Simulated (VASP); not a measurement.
Write the native input for VASP 6.6.1 that does the following.

* Task: single point
* Functional: LDA
* Potentials or basis: VASP PAW LDA potentials, release 64 (Sn_d)
* Cutoff: 520 eV
* k mesh: 6 × 6 × 4
* Occupations: fermi-dirac, width 0.1 eV
* Spin: no spin polarisation
* Dipole correction: no
* Further INCAR settings: ALGO = Normal; EDIFF = 1e-07; NBANDS = 21

The structure of Sn lies in POSCAR:

```
Sn
1.0
   -2.8994216605      2.9008009606      1.5581694818
    2.9008009606     -2.8994216605      1.5581694818
    2.8985835788      2.8985835788     -1.5556411493
Sn
2
Direct
    0.0000164062      0.9999835938      0.0000000000
    0.7499835938      0.2500164062      0.5000000000
```

These files were run (other wordings do the same):

INCAR

```
ALGO = Normal
EDIFF = 1E-7
ENCUT = 520
GGA = CA
ISIF = 2
ISMEAR = -1
LASPH = True
LCHARG = False
LREAL = False
LWAVE = False
NBANDS = 21
NELM = 60
PREC = Accurate
SIGMA = 0.1
```

KPOINTS

```
k-points
0
Gamma
  6 6 4
```

Potentials or basis: VASP PAW LDA potentials, release 64 (Sn_d).

The run is started by

```bash
$ cat potpaw_LDA.64/Sn_d/POTCAR > POTCAR
$ mpirun -np 1 vasp_std > vasp.out
```

Results of the run:

```
Pressure               : -0.1 GPa
Largest force          : 0.042 eV/Å
Band gap on the k mesh : zero (bands 14 and 15 overlap by 3.89 eV)
```

Caveat: the k points lie up to 0.38 Å⁻¹ apart, too coarse for converged energies and pressures of a metal; spin-orbit coupling is left out, which moves the levels of the heavy elements.

Wall time 70 s on 1 thread of Intel Xeon 8259CL, with other jobs on the host, peak memory 0.19 GiB.
